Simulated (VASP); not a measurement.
# Si (a cell with a defect) in VASP: notebook, part 2 of 2

VASP 6.6.1.

### 3 Single point, PBEsol

INCAR

```
SYSTEM = Si
  PREC = Accurate
  ENCUT = 520
  EDIFF = 1E-6
  ISMEAR = 0
  SIGMA = 0.02
  LREAL = Auto
  LASPH = .TRUE.
  NELM = 60
  ALGO = Normal
  ISIF = 2
  LWAVE = .FALSE.
  LCHARG = .FALSE.
  GGA = PS
  NBANDS = 48
```

KPOINTS

```
Automatic mesh
0
G
  2 2 2
  0 0 0
```

POSCAR

```
Si
1.0
    0.0000000000      5.4300000000      5.4300000000
    5.4300000000      0.0000000000      5.4300000000
    5.4300000000      5.4300000000      0.0000000000
Si
17
Direct
   -0.0011815838      0.0111204420     -0.0092114180
    0.1125447514      0.1277900552      0.1320484346
   -0.0236679558      0.0068484346      0.5101406998
    0.1181002762      0.1444174033      0.6189107735
   -0.0011842541      0.4994479742     -0.0092081952
    0.1372285451      0.6378703499      0.0872071823
    0.0124214549      0.5130654696      0.4616266114
    0.1181006446      0.6187483425      0.6189122468
    0.4839657459     -0.0153907919      0.0469955801
    0.6271598527      0.1277867403      0.1320471455
    0.5062082873      0.0068419890      0.5101436464
    0.6084007366      0.1090541436      0.6736718232
    0.5104825046      0.4994510129     -0.0092064457
    0.6271550645      0.6131852670      0.1320511971
    0.5062008287      0.4769872007      0.5101468692
    0.6437738490      0.6187465930      0.6189095764
    0.3504879374      0.8511601289      0.4473833333
```

Potentials or basis: VASP PAW PBE potentials, release 64 (Si).

Started as:

```bash
> cat potpaw_PBE.64/Si/POTCAR > POTCAR
> mpirun -np 1 vasp_std > vasp.out
```

It took 2.1 min on 1 thread of Intel Xeon 6975P-C (Granite Rapids), shared host; peak memory 0.45 GiB.

Results (log left out):

```yaml
Free_energy: -93.7325 eV
Pressure: 3.0 GPa
Largest_force: 0.455 eV/Å
Band_gap_on_the_k_mesh: zero (band 34 reaches 6.76 eV, above the bottom of band 35 at 6.64 eV)
```

Forces in eV/Å, atoms in the order of the input:
```
Si   0.007  0.025 -0.024
Si  -0.003  0.014  0.004
Si   0.008  0.036 -0.008
Si  -0.016  0.034 -0.034
Si   0.024  0.024 -0.007
Si   0.087  0.087 -0.087
Si   0.071  0.070 -0.071
Si   0.034  0.034  0.016
Si  -0.042 -0.041  0.041
Si  -0.004 -0.004 -0.014
Si   0.008  0.009 -0.037
Si  -0.022 -0.021  0.022
Si   0.024  0.007 -0.024
Si   0.014 -0.004  0.004
Si   0.037  0.008 -0.008
Si   0.035 -0.016 -0.035
Si  -0.263 -0.262  0.263
```

Stress tensor (GPa, compression positive):
```
 2.96 -0.47  0.47
-0.47  2.96  0.47
 0.47  0.47  2.96
```

Levels at points of the mesh, in eV from the Fermi level:
```csv
k point,band 31,band 32,band 33,band 34,band 35,band 36,band 37,band 38
"(0.00, 0.00, 0.00)",-0.90,-0.69,-0.69,-0.41,-0.11,-0.11,0.10,0.10
"(0.50, 0.00, 0.00)",-1.38,-1.35,-1.09,-0.18,0.21,0.78,0.82,0.90
"(0.00, 0.50, 0.00)",-1.38,-1.35,-1.09,-0.18,0.21,0.78,0.82,0.90
"(0.00, 0.00, 0.50)",-1.45,-1.29,-1.29,-0.31,0.38,0.38,1.10,1.10
"(0.50, 0.50, 0.50)",-1.38,-1.35,-1.09,-0.18,0.21,0.78,0.82,0.90
"(0.50, 0.50, 0.00)",-1.89,-1.73,-0.84,0.01,0.52,1.17,1.29,1.29
"(0.00, 0.50, 0.50)",-1.89,-1.73,-0.84,0.01,0.52,1.17,1.29,1.29
"(0.50, 0.00, 0.50)",-1.90,-1.73,-0.84,0.01,0.52,1.17,1.29,1.29
```

Caveat: the k points lie up to 0.50 Å⁻¹ apart; the PAW data sets were made with another functional, which shifts forces and pressure a little.

### 4 Single point, PBEsol

INCAR

```
SYSTEM = Si
ALGO = Normal
EDIFF = 1E-7
ENCUT = 520
GGA = PS
ISIF = 2
ISMEAR = 0
LASPH = .True.
LCHARG = .False.
LREAL = Auto
LWAVE = .False.
NBANDS = 48
NELM = 80
PREC = Accurate
SIGMA = 0.02
```

KPOINTS

```
k-points
0
Gamma
  2 2 2
  0 0 0
```

POSCAR

```
Si
1.0
    0.0000000000      5.4300000000      5.4300000000
    5.4300000000      0.0000000000      5.4300000000
    5.4300000000      5.4300000000      0.0000000000
Si
17
Direct
   -0.0043469613      0.0104941068     -0.0027762431
    0.1187618785      0.1242893186      0.1323088398
   -0.0122025783      0.0038215470      0.5042373849
    0.1172907919      0.1460327808      0.6184285451
   -0.0043220074      0.4962803867     -0.0027895948
    0.1367158379      0.6373928177      0.0881683241
    0.0130308471      0.5138249540      0.4590557090
    0.1173582873      0.6179196133      0.6184177716
    0.4923604972     -0.0070345304      0.0213356354
    0.6236566298      0.1243015654      0.1323034070
    0.5031488029      0.0038397790      0.5042357274
    0.6169640884      0.1175771639      0.6475125230
    0.5098291897      0.4963008287     -0.0028045120
    0.6236705341      0.6193633517      0.1322998158
    0.5031748619      0.4884008287      0.5042367403
    0.6452523941      0.6179730203      0.6184059853
    0.2666313076      0.7674298343      0.6982425414
```

Started as:

```bash
> cat potpaw_PBE.64/Si/POTCAR > POTCAR
> mpirun -np 1 vasp_std > vasp.out
```

Run time: 2.4 min. Hardware: 1 thread of Intel Xeon 6975P-C (Granite Rapids), shared host; peak memory 0.46 GiB.

Results (log left out):

```
Free energy            : -93.8161 eV
Pressure               : 3.2 GPa
Largest force          : 0.254 eV/Å
Band gap on the k mesh : zero (band 34 reaches 6.79 eV, above the bottom of band 35 at 6.64 eV)
```

Forces on the atoms (eV/Å):
```
Si  -0.033  0.002 -0.002
Si  -0.020 -0.017  0.020
Si  -0.019 -0.029  0.020
Si  -0.094  0.016 -0.016
Si   0.002  0.002  0.034
Si   0.086  0.086 -0.086
Si   0.068  0.067 -0.068
Si   0.015  0.015  0.092
Si  -0.045 -0.045  0.045
Si  -0.020 -0.019  0.018
Si  -0.021 -0.021  0.027
Si  -0.040 -0.038  0.039
Si   0.002 -0.032 -0.002
Si  -0.018 -0.020  0.020
Si  -0.026 -0.022  0.021
Si   0.016 -0.093 -0.015
Si   0.146  0.148 -0.146
```

Stress tensor (GPa, compression positive):
```
 3.18 -0.24  0.24
-0.24  3.19  0.24
 0.24  0.24  3.19
```

Levels at points of the mesh, in eV from the Fermi level:
| k point | band 32 | band 33 | band 34 | band 35 | band 36 | band 37 |
| --- | --- | --- | --- | --- | --- | --- |
| (0.00, 0.00, 0.00) | -0.73 | -0.73 | -0.43 | -0.14 | -0.14 | 0.06 |
| (0.50, 0.00, 0.00) | -1.37 | -1.18 | -0.23 | 0.28 | 0.73 | 0.79 |
| (0.00, 0.50, 0.00) | -1.37 | -1.18 | -0.23 | 0.28 | 0.73 | 0.79 |
| (0.00, 0.00, 0.50) | -1.32 | -1.32 | -0.35 | 0.40 | 0.40 | 1.02 |
| (0.50, 0.50, 0.50) | -1.37 | -1.18 | -0.23 | 0.28 | 0.73 | 0.79 |
| (0.50, 0.50, 0.00) | -1.78 | -0.91 | 0.01 | 0.57 | 1.09 | 1.20 |
| (0.00, 0.50, 0.50) | -1.78 | -0.90 | 0.01 | 0.57 | 1.09 | 1.20 |
| (0.50, 0.00, 0.50) | -1.78 | -0.91 | 0.01 | 0.57 | 1.09 | 1.20 |

Caveat: the k points lie up to 0.50 Å⁻¹ apart; the PAW data sets were made with another functional, which shifts forces and pressure a little.

### 5 Single point, PBEsol

INCAR

```
SYSTEM = Si
PREC = Accurate
ENCUT = 520
EDIFF = 1E-6
ISMEAR = 0
SIGMA = 0.02
LREAL = Auto
LASPH = .TRUE.
NELM = 80
ALGO = Normal
ISIF = 2
LWAVE = .FALSE.
LCHARG = .FALSE.
GGA = PS
NBANDS = 48
```

KPOINTS

```
regular mesh
0
G
  2 2 2
  0 0 0
```

POSCAR

```
Si
1.0
    0.0000000000      5.4300000000      5.4300000000
    5.4300000000      0.0000000000      5.4300000000
    5.4300000000      5.4300000000      0.0000000000
Si
17
Direct
   -0.0072290976      0.0176734807     -0.0039983425
    0.1179720994      0.1221492634      0.1375330571
   -0.0128482505      0.0013451197      0.5100572744
    0.1065470534      0.1644975138      0.6216866483
   -0.0072355433      0.4933576427     -0.0039696133
    0.1500116943      0.6506039595      0.0485914365
    0.0229144567      0.5237737569      0.4295140884
    0.1066818600      0.6071168508      0.6216947514
    0.4890485267     -0.0103168508      0.0314203499
    0.6215570902      0.1221394107      0.1375373849
    0.5006344383      0.0013701657      0.5100688766
    0.6132834254      0.1138539595      0.6588038674
    0.5170579190      0.4933534991     -0.0039549724
    0.6215421731      0.6185928177      0.1375441989
    0.5006778085      0.4877212707      0.5100866483
    0.6636112339      0.6072036832      0.6216948435
    0.2879192449      0.7888350829      0.6344174033
```

Started as:

```bash
> cat potpaw_PBE.64/Si/POTCAR > POTCAR
> mpirun -np 1 vasp_std > vasp.out
```

Run time: 1.8 min. Hardware: 1 thread of Intel Xeon 6975P-C (Granite Rapids), shared host; peak memory 0.46 GiB.

The run converged. Its results:

| Quantity | Value |
| --- | --- |
| Free energy | -93.6644 eV |
| Pressure | 2.4 GPa |
| Largest force | 0.054 eV/Å |
| Band gap on the k mesh | zero (band 34 reaches 6.68 eV, above the bottom of band 35 at 6.60 eV) |

Forces in eV/Å, atoms in the order of the input:
```
Si   0.001  0.011 -0.011
Si  -0.006  0.011  0.006
Si  -0.017  0.043  0.015
Si   0.009 -0.023  0.022
Si   0.010  0.010  0.000
Si  -0.018 -0.019  0.019
Si   0.023  0.022 -0.023
Si  -0.021 -0.025 -0.012
Si   0.004  0.004 -0.003
Si  -0.005 -0.006 -0.010
Si  -0.018 -0.015 -0.045
Si  -0.006 -0.006  0.005
Si   0.010 -0.001 -0.010
Si   0.009 -0.006  0.005
Si   0.047 -0.017  0.019
Si  -0.022  0.012  0.025
Si  -0.002  0.004 -0.002
```

Stress tensor (GPa, compression positive):
```
 2.42 -0.48  0.48
-0.48  2.43  0.49
 0.48  0.49  2.43
```

Levels at points of the mesh, in eV from the Fermi level:
```tsv
k point	band 30	band 31	band 32	band 33	band 34	band 35	band 36	band 37	band 38	band 39
(0.00, 0.00, 0.00)	-1.39	-1.09	-0.65	-0.65	-0.44	-0.07	-0.07	0.23	0.24	0.80
(0.50, 0.00, 0.00)	-1.39	-1.32	-1.29	-0.82	-0.15	0.19	0.68	0.90	1.02	1.32
(0.00, 0.50, 0.00)	-1.39	-1.32	-1.29	-0.82	-0.15	0.19	0.68	0.90	1.02	1.32
(0.00, 0.00, 0.50)	-1.31	-1.31	-1.23	-1.23	-0.26	0.36	0.36	1.18	1.18	1.21
(0.50, 0.50, 0.50)	-1.39	-1.32	-1.29	-0.82	-0.15	0.19	0.68	0.90	1.02	1.32
(0.50, 0.50, 0.00)	-1.89	-1.82	-1.64	-0.74	0.01	0.40	1.29	1.47	1.57	1.91
(0.00, 0.50, 0.50)	-1.89	-1.82	-1.64	-0.74	0.01	0.40	1.29	1.47	1.57	1.90
(0.50, 0.00, 0.50)	-1.89	-1.82	-1.64	-0.74	0.01	0.40	1.29	1.47	1.57	1.91
```

Caveat: the k points lie up to 0.50 Å⁻¹ apart; the PAW data sets were made with another functional, which shifts forces and pressure a little.
